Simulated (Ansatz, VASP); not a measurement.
## Fe: VASP beside Ansatz

```
Fe
1.0
     2.48363    0.00000    0.00000
    -1.24182    2.15089    0.00000
     0.00000    0.00000    4.31542
Fe
2
Direct
  0.33333 0.66667 0.25000
  0.66667 0.33333 0.75000
```

Alike in both runs: task single point; functional PBE; k mesh 16 × 16 × 8; occupations fermi-dirac, width 0.05 eV; collinear spin.

```csv
,VASP,Ansatz
version,VASP 6.6.1,Ansatz 0.2.0
potentials or method,"VASP PAW PBE potentials, release 64 (Fe_sv), cutoff 690 eV","plane waves (420 eV) with PAW, scalar-relativistic"
valence electrons in the cell,32,32
```

|  | VASP | Ansatz | Ansatz less VASP |
| --- | --- | --- | --- |
| pressure (GPa) | 5.5 | 6.7 | +1.27 |
| traceless stress, the component that is largest in VASP (GPa) | 0.17 | 0.29 | +0.119 |
| net moment per atom (μB) | 2.46 | 2.45 | -0.012 |
| size of the moment on the site where the two differ most (μB) | 2.42 | 2.46 | +0.046 |

Site moments also hang on the region over which each program counts them.
